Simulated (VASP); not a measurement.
A run of VASP 6.6.1:

File INCAR:

```
PREC = Accurate
ENCUT = 520
EDIFF = 1E-6
ISMEAR = -1
SIGMA = 0.03
LREAL = False
LASPH = True
NELM = 80
ALGO = Normal
ISIF = 2
LWAVE = False
LCHARG = False
GGA = PE
NBANDS = 10
```

KPOINTS

```
regular mesh
0
Gamma
  14 14 14
```

Contents of POSCAR:

```
Re
1.0
    0.0000000000      1.9550491410      1.9550491410
    1.9550491410      0.0000000000      1.9550491410
    1.9550491410      1.9550491410      0.0000000000
Re
1
Direct
    0.0000000000      0.0000000000      0.0000000000
```

Potentials or basis: VASP PAW PBE potentials, release 64 (Re).

The run is started by

```sh
$ cat potpaw_PBE.64/Re/POTCAR > POTCAR
$ mpirun -np 1 vasp_std > vasp.out
```

Hardware: 1 thread of Intel(R) Xeon(R) Platinum 8375C CPU @ 2.90GHz (Ice Lake), with other jobs on the host.

Task: Estimate the wall time of this run.

Result: Run time: 18 s on 1 thread of Intel(R) Xeon(R) Platinum 8375C CPU @ 2.90GHz (Ice Lake), on a shared host, peak memory 0.15 GiB. Counts: scf iterations 11, k points 104.
